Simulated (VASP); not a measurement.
Wanted: the native input for a VASP 6.6.1 run.

* Task: single point
* Functional: PBE
* Potentials or basis: VASP PAW PBE potentials, release 64 (Zr_sv, S)
* Cutoff: 500 eV
* k mesh: 12 × 12 × 4
* Occupations: fermi-dirac, width 0.02 eV
* Spin: no spin polarisation
* Dipole correction: no
* Further INCAR settings: ALGO = Normal; EDIFF = 1e-06; NBANDS = 19

The structure of ZrS2 lies in POSCAR:

```
ZrS2
1.0
    3.8213750484      0.0000000000      0.0000000000
   -1.9106875242      3.3094078693      0.0000000000
    0.0000000000      0.0000000000      5.7397191487
Zr S
1 2
Direct
    0.0000000000      0.0000000000      0.0000000000
    0.3333333333      0.6666666667      0.2390644428
    0.6666666667      0.3333333333      0.7609355572
```

This cell differs from its parent crystal: epitaxial xy strain +4.0%.

The input as run:

INCAR

```
ALGO = Normal ; EDIFF = 1E-6
ENCUT = 500 ; GGA = PE
GGA_COMPAT = F ; ISIF = 2
ISMEAR = -1 ; LASPH = T
LCHARG = F ; LREAL = F
LWAVE = F ; NBANDS = 19
NELM = 120 ; PREC = Accurate
SIGMA = 0.02
```

KPOINTS

```
k-points
0
Gamma
  12 12 4
```

Potentials or basis: VASP PAW PBE potentials, release 64 (Zr_sv, S).

The run is started by

```bash
$ cat potpaw_PBE.64/Zr_sv/POTCAR potpaw_PBE.64/S/POTCAR > POTCAR
$ mpirun -np 1 vasp_std > vasp.out
```

Results of the run:

```yaml
Pressure: -2.4 GPa
Largest_force: 0.015 eV/Å
Band_gap_on_the_k_mesh: 1.05 eV (least direct gap 1.25 eV)
```

Caveat: the cell differs from its parent crystal (epitaxial xy strain +4.0%); this functional lacks dispersion, which binds the layers, so the pressure and a relaxed spacing across them are unreliable.

Wall time 33 s on 1 thread of Intel(R) Xeon(R) 6975P-C (Granite Rapids), with other jobs on the host, peak memory 0.22 GiB.
